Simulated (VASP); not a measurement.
A run of VASP 6.6.1 is set up as follows.

INCAR

```
SYSTEM = Ti
PREC = Accurate
ENCUT = 520
EDIFF = 1E-6
ISMEAR = 0
SIGMA = 0.3
LREAL = .False.
LASPH = .True.
NELM = 80
ALGO = Normal
ISIF = 2
LWAVE = .False.
LCHARG = .False.
NBANDS = 25
```

Contents of KPOINTS:

```
regular mesh
0
Gamma
  8 8 11
  0 0 0
```

Contents of POSCAR:

```
Ti
1.0
    4.6000000000      0.0000000000      0.0000000000
   -2.3000000000      3.9837168600      0.0000000000
    0.0000000000      0.0000000000      2.8200000000
Ti
3
Direct
    0.0000000000      0.0000000000      0.0000000000
    0.3333333333      0.6666666667      0.5000000000
    0.6666666667      0.3333333333      0.5000000000
```

Potentials or basis: VASP PAW LDA potentials, release 64 (Ti_sv).

The run is started by

```sh
$ cat potpaw_LDA.64/Ti_sv/POTCAR > POTCAR
$ mpirun -np 1 vasp_std > vasp.out
```

(1) What does it give for the band gap on the k mesh?

(2) Predict the pressure.

Answers

(1) zero (band 18 reaches 8.23 eV, above the bottom of band 19 at 7.96 eV).

(2) -9.0 GPa.
